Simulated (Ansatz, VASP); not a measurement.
**Ta2N: VASP beside Ansatz**

Contents of INCAR:

```
PREC     = Accurate       # precision mode
ENCUT    = 520            # plane-wave cutoff, eV
EDIFF    = 1E-6           # SCF threshold, eV
ISMEAR   = 0              # smearing method
SIGMA    = 0.1            # smearing width, eV
LREAL    = False          # projectors in reciprocal space
LASPH    = True           # aspherical terms in the spheres
NELM     = 60             # most SCF steps
ALGO     = Normal         # electronic algorithm
ISIF     = 2              # what is computed and relaxed
LWAVE    = False          # write WAVECAR
LCHARG   = False          # write CHGCAR
GGA      = PE             # functional
NBANDS   = 50             # bands
```

The input KPOINTS:

```
regular mesh
0
Gamma
  6 6 4
```

POSCAR

```
Ta2N
1.0
    5.2965720514      0.0000000000      0.0000000000
   -2.6482860257      4.5869659495      0.0000000000
    0.0000000000      0.0000000000      4.9391825701
Ta N
6 3
Direct
    0.6663616700      0.6663616700      0.7536182600
    0.0000000000      0.3336383300      0.7536182600
    0.3336383300      0.0000000000      0.7536182600
    0.3336383300      0.3336383300      0.2463817400
    0.0000000000      0.6663616700      0.2463817400
    0.6663616700      0.0000000000      0.2463817400
    0.6666666700      0.3333333300      0.5000000000
    0.3333333300      0.6666666700      0.5000000000
    0.0000000000      0.0000000000      0.0000000000
```

Input for Ansatz:

```yaml
crystal:
  lattice:
    - [5.2965720514, 0.0, 0.0]
    - [-2.6482860257, 4.5869659495, 0.0]
    - [0.0, 0.0, 4.9391825701]
  atoms:
    - { symbol: Ta, position: [0.66636167, 0.66636167, 0.75361826] }
    - { symbol: Ta, position: [0.0, 0.33363833, 0.75361826] }
    - { symbol: Ta, position: [0.33363833, 0.0, 0.75361826] }
    - { symbol: Ta, position: [0.33363833, 0.33363833, 0.24638174] }
    - { symbol: Ta, position: [0.0, 0.66636167, 0.24638174] }
    - { symbol: Ta, position: [0.66636167, 0.0, 0.24638174] }
    - { symbol: "N", position: [0.66666667, 0.33333333, 0.5] }
    - { symbol: "N", position: [0.33333333, 0.66666667, 0.5] }
    - { symbol: "N", position: [0.0, 0.0, 0.0] }
basis:
  ecutwfc: 420
kpoints:
  mp_grid: { grid: [6, 6, 4] }
hamiltonian:
  xc: pbe
scf:
  occupations: { method: gaussian, width: 0.1 }
  lower_state_search: "off"
output:
  forces: true
  stress: true
  eigenvalues: true
```

Alike in both runs: task single point; functional PBE; k mesh 6 × 6 × 4; occupations gaussian, width 0.1 eV; no spin polarisation.

|  | VASP | Ansatz |
| --- | --- | --- |
| version | VASP 6.6.1 | Ansatz 0.2.0 |
| potentials or method | VASP PAW PBE potentials, release 64 (Ta_pv, N), cutoff 520 eV | scalar-relativistic, plane waves, PAW |
| valence electrons in the cell | 81 | 93 |

```tsv
	VASP	Ansatz	Ansatz less VASP
gap on the k mesh at the Fermi level (eV)	none	none	-
pressure (GPa)	3.3	2.8	-0.47
traceless stress, the component that is largest in VASP (GPa)	-0.26	-0.24	+0.021
rms of the force components (eV/Å)	0.018	0.022	+0.0039
```

Atom by atom the forces differ by 0.007 eV/Å (rms over components). A gap of «none» marks a metal or a gap that the smearing closes. VASP's potentials hold 81 valence electrons a cell and Ansatz's 93, so a difference there can come from the potentials and not from the codes.

Neither program's run includes spin-orbit coupling.
